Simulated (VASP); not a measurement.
**Al2Cu: single point with PBEsol**

Al2Cu:

```
Al Cu
1.0
     4.08417    0.00000    0.00000
     0.00000    4.08417    0.00000
     0.00000    0.00000    2.84639
Al Cu
2 1
Direct
  0.50000 0.00000 0.50000
  0.00000 0.50000 0.50000
  0.00000 0.00000 0.94730
```

This cell differs from its parent crystal: atom 3 (Cu) moved by (+0.000, -0.150) A along [1 1 0] and z.

```
Program             : VASP 6.6.1
Task                : single point
Functional          : PBEsol
Potentials or basis : VASP PAW PBE potentials, release 64 (Al, Cu)
Cutoff              : 520 eV
k mesh              : 12 × 12 × 16
Occupations         : gaussian, width 0.15 eV
Spin                : no spin polarisation
```

| Property | Result |
| --- | --- |
| Pressure | 1.1 GPa |
| Largest force | 0.913 eV/Å |
| Band gap on the k mesh | zero (an odd number of electrons rules out a gap without spin polarisation) |

Forces on the atoms (eV/Å):
```
Al   0.000  0.000 -0.456
Al   0.000  0.000 -0.456
Cu   0.000  0.000  0.913
```

Stress tensor (GPa, compression positive):
```
1.56 0.00 0.00
0.00 1.56 0.00
0.00 0.00 0.15
```

Levels at points of the mesh, in eV from the Fermi level:
```tsv
k point	band 6	band 7	band 8	band 9	band 10	band 11	band 12	band 13
(0.00, 0.00, 0.00)	-4.13	-2.43	-2.43	-0.07	0.84	6.20	6.20	6.33
(0.50, 0.00, 0.00)	-4.15	-4.12	-1.12	1.57	1.72	1.92	7.82	8.40
(0.50, 0.50, 0.00)	-4.33	-4.14	-4.14	-2.46	8.62	8.62	9.73	10.00
(0.00, 0.00, 0.50)	-4.17	-3.01	2.36	2.36	2.48	3.04	3.04	3.19
(0.50, 0.00, 0.50)	-4.23	-3.12	-2.45	-1.62	3.78	3.79	4.72	5.11
(0.50, 0.50, 0.50)	-3.45	-2.30	-2.30	-0.81	-0.79	0.06	0.06	2.37
```

Run time: 110 s on 1 thread of Intel(R) Xeon(R) 6975P-C (Granite Rapids), on a shared host, peak memory 0.3 GiB.

Caveat: the cell differs from its parent crystal (atom 3 (Cu) moved by (+0.000, -0.150) A along [1 1 0] and z); the PAW data sets were made with another functional, which shifts forces and pressure a little.
